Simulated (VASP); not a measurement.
**V4Ir: single point with PBE**

V4Ir:

```xyz
5
Lattice="0.0000 2.2071 10.3061 1.5099 0.0000 10.3061 1.5099 2.2071 0.0000" Properties=species:S:1:pos:R:3 pbc="T T T"
V     1.5099    2.2071    8.1861
V     1.5099    2.2071   16.4792
V     1.5099    2.2071    4.1330
V     1.5099    2.2071   12.4261
Ir    0.0000    0.0000    0.0000
```

- Program: VASP 6.6.1
- Task: single point
- Functional: PBE
- Potentials or basis: VASP PAW PBE potentials, release 64 (V_sv, Ir)
- Cutoff: 520 eV
- k mesh: 6 × 6 × 6
- Occupations: gaussian, width 0.1 eV
- Spin: collinear spin, ferromagnetic start
- Starting moments: [2.0, 2.0, 2.0, 2.0, 0.0] μB

- Pressure: -0.4 GPa
- Largest force: 0.098 eV/Å
- Net moment: 0.00 μB per cell
- Valence electrons inside the program's atomic spheres: V 11.60, 11.64 (each value once); Ir 8.41

Forces on the atoms (eV/Å):
```
V    0.000  0.000  0.008
V    0.000  0.000  0.098
V    0.000  0.000 -0.098
V    0.000  0.000 -0.008
Ir   0.000  0.000  0.000
```

Stress tensor (GPa, compression positive):
```
 1.35  0.00  0.00
 0.00 -0.92  0.00
 0.00  0.00 -1.68
```

Levels at points of the mesh, in eV from the Fermi level:
Spin up:
```tsv
k point	band 28	band 29	band 30	band 31	band 32	band 33
(0.00, 0.00, 0.00)	-0.38	-0.18	-0.09	0.38	0.51	0.60
(0.50, 0.00, 0.00)	-0.76	-0.19	0.16	0.17	0.55	1.23
(0.50, 0.50, 0.00)	-0.42	-0.38	0.00	0.13	0.32	0.57
(0.50, 0.00, 0.50)	-0.29	-0.25	0.63	1.19	1.67	2.37
(0.00, 0.50, 0.50)	-0.34	0.01	0.65	1.30	1.46	1.67
```
Spin down:
```csv
k point,band 28,band 29,band 30,band 31,band 32,band 33
"(0.00, 0.00, 0.00)",-0.38,-0.18,-0.09,0.38,0.51,0.60
"(0.50, 0.00, 0.00)",-0.76,-0.19,0.16,0.17,0.55,1.23
"(0.50, 0.50, 0.00)",-0.42,-0.38,0.00,0.14,0.32,0.57
"(0.50, 0.00, 0.50)",-0.29,-0.25,0.63,1.19,1.67,2.37
"(0.00, 0.50, 0.50)",-0.34,0.01,0.65,1.30,1.46,1.67
```

It took 35 min on 1 thread of AMD EPYC 9755 128-Core Processor, with other jobs on the host, peak memory 0.49 GiB.

Caveat: the k points lie up to 0.42 Å⁻¹ apart; the moments typed at the start vanished in this run; spin-orbit coupling is left out, which moves the levels of the heavy elements.
